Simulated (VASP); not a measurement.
# Te: single point with r2SCAN

Te:

```
Te
1.0
     2.27561    1.31382    1.80170
    -2.27561    1.31382    1.80170
     0.00000   -2.62765    1.80170
Te
1
Direct
  0.50000 0.50000 0.50000
```

- Program: VASP 6.6.1
- Task: single point
- Functional: r2SCAN
- Potentials or basis: VASP PAW PBE potentials, release 64 (Te)
- Cutoff: 520 eV
- k mesh: 15 × 15 × 15
- Occupations: gaussian, width 0.1 eV
- Spin: no spin polarisation
- Dipole correction: no
- Further INCAR settings: ALGO = Normal; EDIFF = 1e-07; NBANDS = 9

```
Pressure               : 0.0 GPa
Band gap on the k mesh : zero (bands 3 and 4 overlap by 5.69 eV)
```

Levels at points of the mesh, in eV from the Fermi level:
```
           k point  band 1  band 2  band 3  band 4  band 5  band 6  band 7  band 8
(0.00, 0.00, 0.00)  -14.33    1.14    1.29    1.29    6.34    6.34    7.26   18.20
```

It took 2.1 min on 1 thread of AMD EPYC 9R45 96-Core Processor (Zen 5), with other jobs on the host, peak memory 0.19 GiB.

Caveat: the PAW data sets were made with another functional, which shifts forces and pressure a little; spin-orbit coupling is left out, which moves the levels of the heavy elements.
